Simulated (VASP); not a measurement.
Crystal: Mg16Se3S13.

```
CELL_PARAMETERS angstrom
10.46571 0.00000 0.00000
0.00000 10.46571 0.00000
0.00000 0.00000 10.46571
ATOMIC_POSITIONS crystal
S 0.25119 0.99942 0.00298
S 0.24938 0.00048 0.50443
S 0.25004 0.49956 0.00245
S 0.25070 0.49901 0.50253
S 0.75010 0.50087 0.99995
S 0.74919 0.49987 0.50168
S 0.00266 0.24771 0.00081
S 0.00239 0.24897 0.50119
S 0.99873 0.75040 0.99729
S 0.00445 0.75036 0.49832
S 0.49847 0.25085 0.00090
S 0.50269 0.24683 0.50239
S 0.49993 0.74978 0.99948
S 0.50012 0.74970 0.50139
S 0.99872 0.99892 0.24965
S 0.99666 0.50041 0.25299
S 0.00049 0.49866 0.75435
S 0.50166 0.00056 0.24701
S 0.50057 0.99997 0.75137
S 0.49866 0.49876 0.24882
S 0.50135 0.50008 0.74991
S 0.25119 0.25237 0.25187
S 0.24916 0.25018 0.74977
S 0.24785 0.74992 0.75058
S 0.75202 0.74978 0.24977
S 0.74953 0.74780 0.75030
Se 0.74936 0.00111 0.99551
Se 0.74928 0.99680 0.50125
Se 0.99920 0.00260 0.74925
Se 0.24686 0.74719 0.25268
Se 0.75339 0.24929 0.24963
Se 0.74637 0.25161 0.74810
Mg 0.99888 0.99989 0.99772
Mg 0.99843 0.99786 0.49908
Mg 0.00055 0.49757 0.99838
Mg 0.99919 0.50161 0.50046
Mg 0.50018 0.99939 0.99887
Mg 0.49735 0.00185 0.49817
Mg 0.50040 0.49776 0.00308
Mg 0.49956 0.49875 0.50307
Mg 0.24807 0.25219 0.99923
Mg 0.25144 0.24819 0.50204
Mg 0.24956 0.75215 0.99823
Mg 0.24875 0.75107 0.50272
Mg 0.75123 0.25004 0.00238
Mg 0.74919 0.25123 0.49995
Mg 0.74762 0.74897 0.00003
Mg 0.74803 0.75184 0.49974
Mg 0.25020 0.99854 0.24923
Mg 0.24610 0.00196 0.75155
Mg 0.24955 0.50081 0.24909
Mg 0.25066 0.49940 0.75010
Mg 0.74589 0.99927 0.25239
Mg 0.75105 0.00063 0.74773
Mg 0.75118 0.50095 0.24976
Mg 0.74878 0.50093 0.74881
Mg 0.00154 0.24889 0.24946
Mg 0.00350 0.25205 0.75113
Mg 0.00312 0.74961 0.24917
Mg 0.00269 0.75187 0.74703
Mg 0.49921 0.24978 0.24883
Mg 0.49762 0.24912 0.74980
Mg 0.49842 0.75395 0.24823
Mg 0.50018 0.75204 0.74849
```

* Program: VASP 6.6.1
* Task: relaxation of volume and atoms at fixed shape
* Functional: PBEsol
* Potentials or basis: VASP PAW PBE potentials, release 64 (S, Se, Mg)
* Cutoff: 600 eV
* k mesh: 1 × 1 × 1, shifted
* Occupations: fermi-dirac, width 0.05 eV
* Spin: no spin polarisation

At the start: pressure 0.1 GPa; volume 17.91 Å³/atom.

**Question.** Where does the relaxation end?

**Answer.** Over 11 steps the energy falls by 8.6 meV/atom and the volume is 17.90 Å³/atom (-0.1 %); space group P1 (No. 1, to 0.1 Å) before, Pm (No. 6, to 0.1 Å).

The path:
```tsv
step	energy change (eV)	largest force (eV/Å)	pressure (GPa)	volume (Å³)
1	0.0000	0.7156	0.06	1146.32
2	-0.3155	0.4488	-0.12	1147.45
3	-0.4835	0.2090	-0.27	1149.03
4	-0.4838	0.2109	-0.28	1149.10
5	-0.5230	0.1292	0.15	1142.63
6	-0.5281	0.0905	0.37	1139.43
7	-0.5435	0.0498	-0.05	1145.75
8	-0.5435	0.0497	-0.04	1145.63
9	-0.5462	0.0349	-0.01	1145.33
10	-0.5478	0.0313	0.02	1144.85
11	-0.5486	0.0180	-0.02	1145.35
```

Final structure:
```yaml
crystal:
  lattice:
    - [10.46275, 0.00000, 0.00000]
    - [0.00000, 10.46275, 0.00000]
    - [0.00000, 0.00000, 10.46275]
  atoms:
    - { symbol: S, position: [0.25045, 0.00085, 0.00039] }
    - { symbol: S, position: [0.25037, 0.00077, 0.50048] }
    - { symbol: S, position: [0.24999, 0.49937, 0.99994] }
    - { symbol: S, position: [0.25000, 0.49928, 0.50155] }
    - { symbol: S, position: [0.74984, 0.50151, 0.00028] }
    - { symbol: S, position: [0.74977, 0.50139, 0.50028] }
    - { symbol: S, position: [0.00258, 0.25175, 0.00109] }
    - { symbol: S, position: [0.00269, 0.25176, 0.49937] }
    - { symbol: S, position: [0.99979, 0.74803, 0.99974] }
    - { symbol: S, position: [0.99992, 0.74802, 0.49972] }
    - { symbol: S, position: [0.49752, 0.25102, 0.00029] }
    - { symbol: S, position: [0.49759, 0.25090, 0.50034] }
    - { symbol: S, position: [0.49965, 0.74895, 0.99915] }
    - { symbol: S, position: [0.49967, 0.74890, 0.50088] }
    - { symbol: S, position: [0.00151, 0.99971, 0.24979] }
    - { symbol: S, position: [0.00001, 0.49988, 0.25039] }
    - { symbol: S, position: [0.00088, 0.50106, 0.75033] }
    - { symbol: S, position: [0.49788, 0.99998, 0.24984] }
    - { symbol: S, position: [0.49728, 0.99928, 0.74994] }
    - { symbol: S, position: [0.49970, 0.50005, 0.25049] }
    - { symbol: S, position: [0.49897, 0.50098, 0.75047] }
    - { symbol: S, position: [0.25031, 0.25021, 0.25061] }
    - { symbol: S, position: [0.25068, 0.25121, 0.75065] }
    - { symbol: S, position: [0.25075, 0.74928, 0.75044] }
    - { symbol: S, position: [0.74970, 0.74826, 0.24984] }
    - { symbol: S, position: [0.74893, 0.74788, 0.74983] }
    - { symbol: Se, position: [0.74910, 0.99892, 0.00029] }
    - { symbol: Se, position: [0.74906, 0.99888, 0.49924] }
    - { symbol: Se, position: [0.00121, 0.99969, 0.74977] }
    - { symbol: Se, position: [0.24987, 0.74973, 0.25043] }
    - { symbol: Se, position: [0.75020, 0.25095, 0.25021] }
    - { symbol: Se, position: [0.74935, 0.25188, 0.75018] }
    - { symbol: Mg, position: [0.00629, 0.99977, 0.00531] }
    - { symbol: Mg, position: [0.00618, 0.99975, 0.49412] }
    - { symbol: Mg, position: [0.00145, 0.49981, 0.00170] }
    - { symbol: Mg, position: [0.00146, 0.49986, 0.49905] }
    - { symbol: Mg, position: [0.49331, 0.99994, 0.00119] }
    - { symbol: Mg, position: [0.49325, 0.99990, 0.49842] }
    - { symbol: Mg, position: [0.49833, 0.49987, 0.00095] }
    - { symbol: Mg, position: [0.49837, 0.49985, 0.50027] }
    - { symbol: Mg, position: [0.25002, 0.25160, 0.99951] }
    - { symbol: Mg, position: [0.25017, 0.25128, 0.50201] }
    - { symbol: Mg, position: [0.24962, 0.74853, 0.99512] }
    - { symbol: Mg, position: [0.24984, 0.74832, 0.50588] }
    - { symbol: Mg, position: [0.75034, 0.25692, 0.99994] }
    - { symbol: Mg, position: [0.75052, 0.25687, 0.50041] }
    - { symbol: Mg, position: [0.74979, 0.74380, 0.99840] }
    - { symbol: Mg, position: [0.74990, 0.74381, 0.50114] }
    - { symbol: Mg, position: [0.25082, 0.00410, 0.25053] }
    - { symbol: Mg, position: [0.25468, 0.00007, 0.75057] }
    - { symbol: Mg, position: [0.25018, 0.49575, 0.25089] }
    - { symbol: Mg, position: [0.25111, 0.50054, 0.75086] }
    - { symbol: Mg, position: [0.74803, 0.99414, 0.24971] }
    - { symbol: Mg, position: [0.74322, 0.99321, 0.74976] }
    - { symbol: Mg, position: [0.74956, 0.50500, 0.25034] }
    - { symbol: Mg, position: [0.74851, 0.50600, 0.75027] }
    - { symbol: Mg, position: [0.00554, 0.25099, 0.25029] }
    - { symbol: Mg, position: [0.00632, 0.25596, 0.75029] }
    - { symbol: Mg, position: [0.99562, 0.74847, 0.24958] }
    - { symbol: Mg, position: [0.00008, 0.74506, 0.74959] }
    - { symbol: Mg, position: [0.49508, 0.25032, 0.25025] }
    - { symbol: Mg, position: [0.49408, 0.25142, 0.75027] }
    - { symbol: Mg, position: [0.50397, 0.74982, 0.24980] }
    - { symbol: Mg, position: [0.49963, 0.74890, 0.74987] }
```

Caveat: the PAW data sets were made with another functional, which shifts forces and pressure a little.
